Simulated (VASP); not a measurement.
Write the native input for VASP 6.6.1 that does the following.

```
Task                   : single point
Functional             : PBEsol
Potentials or basis    : VASP PAW PBE potentials, release 64 (In_d)
Cutoff                 : 520 eV
k mesh                 : 8 × 8 × 10
Occupations            : fermi-dirac, width 0.15 eV
Spin                   : no spin polarisation
Dipole correction      : no
Further INCAR settings : ALGO = Normal; EDIFF = 1e-07; NBANDS = 12
```

The structure of In lies in POSCAR:

```
In
1.0
    4.4398300000      0.0000000000      0.0000000000
   -2.2199200000      3.8450100000      0.0000000000
    0.0000000000      0.0000000000      2.9206000000
In
1
Direct
    0.3333333333      0.6666666667      0.5000000000
```

This isn't the form of In at room conditions, which is tetragonal.

These files were run (other wordings do the same):

INCAR

```
SYSTEM = In
PREC     = Accurate       ! precision mode
ENCUT    = 520            ! plane-wave cutoff, eV
EDIFF    = 1E-7           ! SCF threshold, eV
ISMEAR   = -1             ! smearing method
SIGMA    = 0.15           ! smearing width, eV
LREAL    = .FALSE.        ! projectors in reciprocal space
LASPH    = .TRUE.         ! aspherical terms in the spheres
NELM     = 100            ! most SCF steps
ALGO     = Normal         ! electronic algorithm
ISIF     = 2              ! what is computed and relaxed
LWAVE    = .FALSE.        ! write WAVECAR
LCHARG   = .FALSE.        ! write CHGCAR
GGA      = PS             ! functional
NBANDS   = 12             ! bands
```

KPOINTS

```
regular mesh
0
G
  8 8 10
  0 0 0
```

Potentials or basis: VASP PAW PBE potentials, release 64 (In_d).

The run is started by

```console
$ cat potpaw_PBE.64/In_d/POTCAR > POTCAR
$ mpirun -np 1 vasp_std > vasp.out
```

It gave:

The pressure is -3.2 GPa. The band gap on the k mesh is zero (an odd number of electrons rules out a gap without spin polarisation).

Caveat: the cell stands under tension; the PAW data sets were made with another functional, which shifts forces and pressure a little; spin-orbit coupling is left out, which moves the levels of the heavy elements.

Wall time 26 s on 1 thread of Intel(R) Xeon(R) Platinum 8175M CPU @ 2.50GHz (Skylake/Cascade Lake), with other jobs on the host, peak memory 0.19 GiB.
